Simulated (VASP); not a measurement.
A run of VASP 6.6.1 is set up as follows.

File INCAR:

```
PREC = Accurate
ENCUT = 600
EDIFF = 1E-6
ISMEAR = -1
SIGMA = 0.03
LREAL = False
LASPH = True
NELM = 120
ALGO = Normal
ISIF = 2
LWAVE = False
LCHARG = True
GGA = PS
LELF = True
LVHAR = True
NBANDS = 26
GGA_COMPAT = False
```

File KPOINTS:

```
regular mesh
0
Gamma
  6 6 2
```

The input POSCAR:

```
MgS
1.0
    4.0100967419      0.0000000000      0.0000000000
   -2.0050483710      3.4728456501      0.0000000000
    0.0000000000      0.0000000000     12.9609589873
Mg S
4 4
Direct
    0.0000000000      0.0000000000     -0.0012341551
    0.3333333333      0.6666666667      0.2497094969
    0.0000000000      0.0000000000      0.4987658449
    0.6666666667      0.3333333333      0.7497094969
    0.0000000000      0.0000000000      0.1881083266
    0.3333333333      0.6666666667      0.4384163316
    0.0000000000      0.0000000000      0.6881083266
    0.6666666667      0.3333333333      0.9384163316
```

Potentials or basis: VASP PAW PBE potentials, release 64 (Mg, S).

Launch:

```sh
$ cat potpaw_PBE.64/Mg/POTCAR potpaw_PBE.64/S/POTCAR > POTCAR
$ mpirun -np 1 vasp_std > vasp.out
```

Question: What does it give for the pressure?

Answer: -0.1 GPa.

Question: Predict the band gap on the k mesh.

Answer: 3.32 eV.

Caveat: the PAW data sets were made with another functional, which shifts forces and pressure a little.
